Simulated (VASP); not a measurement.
# BN (Cc) in VASP: single point with LDA

Aim: the single point of BN with LDA.

Program: VASP 6.6.1. These are calculated values, not measurements. Logs are shortened: lines on timing, memory, paths and dates and some standing lists are left out, and cuts for length are marked.

**1. The cell of the first run**

The structure is monoclinic, space group Cc (No. 9). Conventional cell: a = 3.288 Å, b = 9.431 Å, c = 4.349 Å, α = 90.00°, β = 105.92°, γ = 90.00°. B (site symmetry 1) has 3 N at 1.45 to 1.47 Å within 1.9 Å. Within 1.9 Å of B (site symmetry 1) lie 3 N at 1.44 to 1.49 Å. N (site symmetry 1) has 3 B at 1.44 to 1.49 Å within 1.9 Å. Within 1.9 Å of N (site symmetry 1) lie 3 B at 1.45 to 1.47 Å.

**2. Single point, LDA**

File INCAR:

```
SYSTEM = BN
PREC = Accurate ; ENCUT = 520
EDIFF = 1E-7 ; ISMEAR = 0
SIGMA = 0.01 ; LREAL = .FALSE.
LASPH = .TRUE. ; NELM = 100
ALGO = Normal ; ISIF = 2
LWAVE = .FALSE. ; LCHARG = .FALSE.
GGA = CA ; NBANDS = 26
```

File KPOINTS:

```
regular mesh
0
G
  6 6 4
  0 0 0
```

File POSCAR:

```
BN
1.0
    1.6438200000     -4.7155400000      0.0000000000
    1.6438200000      4.7155400000      0.0000000000
   -1.1929300000      0.0000000000      4.1817400000
B N
4 4
Direct
    0.4344000000      0.5664300000      0.0002000000
    0.5664300000      0.4344000000      0.5002000000
    0.1770000000      0.5642000000      0.4918200000
    0.5642000000      0.1770000000      0.9918200000
    0.3857400000      0.7783400000      0.8407800000
    0.7783400000      0.3857400000      0.3407800000
    0.3799100000      0.5117900000      0.3210900000
    0.5117900000      0.3799100000      0.8210900000
```

Potentials or basis: VASP PAW LDA potentials, release 64 (B, N).

Run with:

```console
cat potpaw_LDA.64/B/POTCAR potpaw_LDA.64/N/POTCAR > POTCAR
mpirun -np 1 vasp_std > vasp.out
```

OUTCAR:

```text
SYSTEM = BN
   PREC = Accurate
   ENCUT = 520
   EDIFF = 1E-7
   ISMEAR = 0
   LREAL = .FALSE.
   LASPH = .TRUE.
   NELM = 100
   ISIF = 2
   GGA = CA

 ion  position               nearest neighbor table
   1  0.434  0.566  0.000-   8 1.45   7 1.45   5 1.47
   2  0.566  0.434  0.500-   7 1.45   8 1.45   6 1.47
   3  0.177  0.564  0.492-   6 1.44   7 1.47   5 1.49
   4  0.564  0.177  0.992-   5 1.44   8 1.47   6 1.49
   5  0.386  0.778  0.841-   4 1.44   1 1.47   3 1.49
   6  0.778  0.386  0.341-   3 1.44   2 1.47   4 1.49
   7  0.380  0.512  0.321-   2 1.45   1 1.45   3 1.47
   8  0.512  0.380  0.821-   1 1.45   2 1.45   4 1.47

  LATTYP: Found a base centered monoclinic cell.
 ALAT       =     3.2876400000
 B/A-ratio  =     2.8686474188
 C/A-ratio  =     1.3227015710
 COS(beta)  =    -0.2743271776

  Lattice vectors:

 A1 = (   1.6438200000,  -4.7155400000,   0.0000000000)
 A2 = (   1.6438200000,   4.7155400000,   0.0000000000)
 A3 = (  -1.1929300000,   0.0000000000,   4.1817400000)

Analysis of symmetry for initial positions (statically):
=====================================================================
 Subroutine PRICEL returns:
 Original cell was already a primitive cell.

 Routine SETGRP: Setting up the symmetry group for a
 base centered monoclinic supercell.

 Subroutine GETGRP returns: Found  2 space group operations
 (whereof  1 operations were pure point group operations)
 out of a pool of  4 trial point group operations.

The static configuration has the point symmetry C_1 .
 The point group associated with its full space group is C_1h.

Analysis of symmetry for dynamics (positions and initial velocities):
=====================================================================
 Subroutine PRICEL returns:
 Original cell was already a primitive cell.

 Routine SETGRP: Setting up the symmetry group for a
 base centered monoclinic supercell.

 Subroutine GETGRP returns: Found  2 space group operations
 (whereof  1 operations were pure point group operations)
 out of a pool of  4 trial point group operations.

The dynamic configuration has the point symmetry C_1 .
 The point group associated with its full space group is C_1h.

 Subroutine INISYM returns: Found  2 space group operations
 (whereof  1 operations are pure point group operations),
 and found     1 'primitive' translations
[... 104 lines left out ...]
   LASPH  =      T    aspherical Exc in radial PAW
   ENCUT  =  520.0 eV  38.22 Ry    6.18 a.u.   9.29  9.29  8.09*2*pi/ulx,y,z
   NELM   =    100;   NELMIN=  2; NELMDL= -5     # of ELM steps
   EDIFF  = 0.1E-06   stopping-criterion for ELM
   LREAL  =      F    real-space projection
   EDIFFG = 0.1E-05   stopping-criterion for IOM
   NSW    =      0    number of steps for IOM
   IBRION =     -1    ionic relax: 0-MD 1-quasi-New 2-CG
   NFREE  =      0    steps in history (QN), initial steepest desc. (CG)
   ISIF   =      2    stress and relaxation
   ISYM   =      2    0-nonsym 1-usesym 2-fastsym
   POTIM  = 0.5000    time-step for ionic-motion
   TEBEG  =    0.0;   TEEND  =   0.0 temperature during run
   PSTRESS=    0.0 pullay stress
   NELECT =      32.0000    total number of electrons
   NUPDOWN=      -1.0000    fix difference up-down
   EMIN   =  10.00;   EMAX   =-10.00  energy-range for DOS
   EFERMI =   0.00;   METHOD = LEGACY
   ISMEAR =     0;   SIGMA  =   0.01  broadening in eV -4-tet -1-fermi 0-gaus
   EFERMI_NEDOS =   21; number of points for ismear=-14 and -15
   IALGO  =     38    algorithm
   IMIX   =      4    mixing-type and parameters
     AMIX     =   0.40;   BMIX     =  1.00
     AMIX_MAG =   1.60;   BMIX_MAG =  1.00
  volume/ion in A,a.u.               =       8.10        54.69
  Fermi-wavevector in a.u.,A,eV,Ry     =   1.293800  2.444928 22.775054  1.673919
  Thomas-Fermi vector in A             =   2.425423
   LORBIT       =      0    0 simple, 1 ext, 2 COOP (PROOUT), +10 PAW based schemes
   GGA     = CA    functional components
   LHFCALC =     F    Hartree Fock is set to
   AEXX    =    0.0000 exact exchange contribution
   IVDW    =     0    specifies the selected vdW correction
   LEPSILON=     F    determine dielectric tensor
   LRPA    =     F    only Hartree local field effects (RPA)
 non-spin polarized calculation
 Gauss-broadening in eV      SIGMA  =   0.01
  energy-cutoff  :      520.00
  volume of cell :       64.83
 maximum number of plane-waves:      1763
 NGX is ok and might be reduce to    40
   NGX = 19   NGY = 19   NGZ = 17

 number of electron      32.0000003 magnetization

 Free energy of the ion-electron system (eV)
  ---------------------------------------------------
  ext. energy  EPLUGINS =         0.00000000
  ---------------------------------------------------
  free energy    TOTEN  =       -75.64580607 eV

  energy without entropy =      -75.64580607  energy(sigma->0) =      -75.64580607

 E-fermi :   3.5069     XC(G=0): -11.2344

 val. band max:        3.4163475722   @ k =   0.3333   0.0000  -0.0000
 cond. band min:       6.8301289455   @ k =   0.0000   0.0000   0.0000
 fundamental gap:      3.4137813733
 Fermi energy:         3.5069442386

 k-point     1 :       0.0000    0.0000    0.0000
  band No.  band energies     occupation
      1     -14.4954      2.00000
      2     -11.2296      2.00000
      3     -11.2228      2.00000
      4     -11.0906      2.00000
      5      -5.7086      2.00000
      6      -4.4481      2.00000
[... 685 lines left out ...]
     25      15.1628      0.00000
     26      15.8639      0.00000

 [... further k-points ...]
[... 5 lines left out ...]
  --------------------------------------------------------------------------------------
  -------------------------------------------------------------------------------------
  Total       -2.5493153     -3.9555789     -3.9728174      0.0000000      0.0000000      0.1825076
  in kB      -63.0030268    -97.7570121    -98.1830401      0.0000000      0.0000000      4.5104380
  external PRESSURE =     -86.3143597 kB  Pullay stress =       0.0000000 kB

 VOLUME and BASIS-vectors are now :
 -----------------------------------------------------------------------------
  energy-cutoff  :      520.00
  volume of cell :       64.83
      direct lattice vectors                 reciprocal lattice vectors
     1.643820000 -4.715540000  0.000000000     0.304169556 -0.106032395  0.086770815
     1.643820000  4.715540000  0.000000000     0.304169556  0.106032395  0.086770815
    -1.192930000  0.000000000  4.181740000     0.000000000  0.000000000  0.239134906

 POSITION                                       TOTAL-FORCE (eV/Angst)
 -----------------------------------------------------------------------------------
      1.64495      0.62259      0.00084        -0.013835     -0.010373     -0.005972
      1.04848     -0.62259      2.09171        -0.013835      0.010373     -0.005972
      0.63169      1.82586      2.05666        -0.007269      0.007285     -0.010588
      0.03523     -1.82586      4.14753        -0.007269     -0.007285     -0.010588
      0.91055      1.85132      3.51592         0.006147     -0.013024     -0.011554
      1.50701     -1.85132      1.42505         0.006147      0.013024     -0.011554
      1.08276      0.62189      1.34271         0.014957     -0.009031      0.028114
      0.48629     -0.62189      3.43358         0.014957      0.009031      0.028114
 -----------------------------------------------------------------------------------
    total drift:                               -0.000161     -0.000000     -0.000290

  FREE ENERGIE OF THE ION-ELECTRON SYSTEM (eV)
  ---------------------------------------------------
  free  energy   TOTEN  =       -75.6458060661 eV

  energy  without entropy=      -75.6458060661  energy(sigma->0) =      -75.64580607
```

OSZICAR:

```text
N       E                     dE             d eps       ncg     rms          rms(c)
DAV:   1     0.110221114278E+03    0.11022E+03   -0.16415E+04  2444   0.116E+03
DAV:   2    -0.747782213391E+02   -0.18500E+03   -0.17263E+03  3214   0.258E+02
DAV:   3    -0.829217971220E+02   -0.81436E+01   -0.80810E+01  3288   0.531E+01
DAV:   4    -0.829916117889E+02   -0.69815E-01   -0.69750E-01  3016   0.540E+00
DAV:   5    -0.829924546656E+02   -0.84288E-03   -0.84257E-03  3266   0.584E-01    0.154E+01
DAV:   6    -0.763809911249E+02    0.66115E+01   -0.15955E+01  2782   0.224E+01    0.647E+00
DAV:   7    -0.758450247438E+02    0.53597E+00   -0.78777E-01  3128   0.504E+00    0.409E+00
DAV:   8    -0.756536282703E+02    0.19140E+00   -0.47888E-01  3094   0.381E+00    0.553E-01
DAV:   9    -0.756459711577E+02    0.76571E-02   -0.26295E-02  2978   0.100E+00    0.230E-01
DAV:  10    -0.756458080671E+02    0.16309E-03   -0.11799E-03  3230   0.212E-01    0.420E-02
DAV:  11    -0.756458036619E+02    0.44052E-05   -0.80041E-05  2970   0.567E-02    0.194E-02
DAV:  12    -0.756458056771E+02   -0.20152E-05   -0.57251E-06  3140   0.167E-02    0.893E-03
DAV:  13    -0.756458060552E+02   -0.37818E-06   -0.49586E-07  2988   0.602E-03    0.256E-03
DAV:  14    -0.756458060661E+02   -0.10825E-07   -0.26395E-07  1928   0.306E-03
   1 F= -.75645806E+02 E0= -.75645806E+02  d E =-.398291E-39
```

stdout:

```text
POSCAR found type information on POSCAR B N
 POSCAR found :  2 types and       8 ions
 scaLAPACK will be used
 LDA part: xc-table for (Slater(with rela. corr.)+CA(PZ))
 , standard interpolation
 POSCAR, INCAR and KPOINTS ok, starting setup
 FFT: planning ... GRIDC
 FFT: planning ... GRID_SOFT
 FFT: planning ... GRID
 WAVECAR not read
 entering main loop
```

Wall time 52 s (1 thread of AMD EPYC 9R45 (Zen 5), shared host); peak memory 0.17 GiB.

Results:

* Free energy: -75.6458 eV
* Pressure: -8.6 GPa
* Largest force: 0.033 eV/Å
* Band gap on the k mesh: 3.41 eV, indirect (least direct gap 3.91 eV)

Forces on the atoms (eV/Å):
```
B   -0.014 -0.010 -0.006
B   -0.014  0.010 -0.006
B   -0.007  0.007 -0.011
B   -0.007 -0.007 -0.011
N    0.006 -0.013 -0.012
N    0.006  0.013 -0.012
N    0.015 -0.009  0.028
N    0.015  0.009  0.028
```

Stress tensor (GPa, compression positive):
```
-6.30  0.00  0.45
 0.00 -9.78  0.00
 0.45  0.00 -9.82
```

A k mesh can miss the band edges.
